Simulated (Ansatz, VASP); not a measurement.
## One calculation of PbS, two programs

File INCAR:

```
  PREC = Accurate
  ENCUT = 520
  EDIFF = 1E-6
  ISMEAR = 0
  SIGMA = 0.05
  LREAL = False
  LASPH = True
  NELM = 60
  ALGO = Normal
  ISIF = 2
  LWAVE = False
  LCHARG = True
  GGA = PE
  LELF = True
  LVHAR = True
  NBANDS = 17
```

KPOINTS

```
regular mesh
0
Gamma
  10 10 10
```

POSCAR

```
PbS
1.0
    0.0000000000      3.2617417863      3.2617417863
    3.2617417863      0.0000000000      3.2617417863
    3.2617417863      3.2617417863      0.0000000000
Pb S
1 1
Direct
    0.0000000000      0.0000000000      0.0000000000
    0.2500000000      0.2500000000      0.2500000000
```

Input for Ansatz:

```yaml
crystal:
  lattice:
    - [0.0, 3.2617417863, 3.2617417863]
    - [3.2617417863, 0.0, 3.2617417863]
    - [3.2617417863, 3.2617417863, 0.0]
  atoms:
    - { symbol: Pb, position: [0.0, 0.0, 0.0] }
    - { symbol: S, position: [0.25, 0.25, 0.25] }
basis:
  ecutwfc: 420
  ecutrho_ratio: 4
kpoints:
  mp_grid: { grid: [10, 10, 10] }
hamiltonian:
  xc: pbe
scf:
  occupations: { method: gaussian, width: 0.05 }
output:
  forces: true
  stress: true
  eigenvalues: true
```

Alike in both runs: task single point; functional PBE; k mesh 10 × 10 × 10; occupations gaussian, width 0.05 eV; no spin polarisation.

|  | VASP | Ansatz |
| --- | --- | --- |
| version | VASP 6.6.1 | Ansatz 0.2.0 |
| potentials or method | VASP PAW PBE potentials, release 64 (Pb_d, S), cutoff 520 eV | scalar-relativistic, plane waves, PAW |
| valence electrons in the cell | 20 | 20 |

|  | VASP | Ansatz | Ansatz less VASP |
| --- | --- | --- | --- |
| gap on the k mesh at the Fermi level (eV) | 0.75 | 0.75 | -0.003 |
| least direct gap on the mesh (eV) | 1.21 | 1.21 | -0.004 |
| pressure (GPa) | 2.2 | 2.2 | +0.06 |

Neither program's run includes spin-orbit coupling.
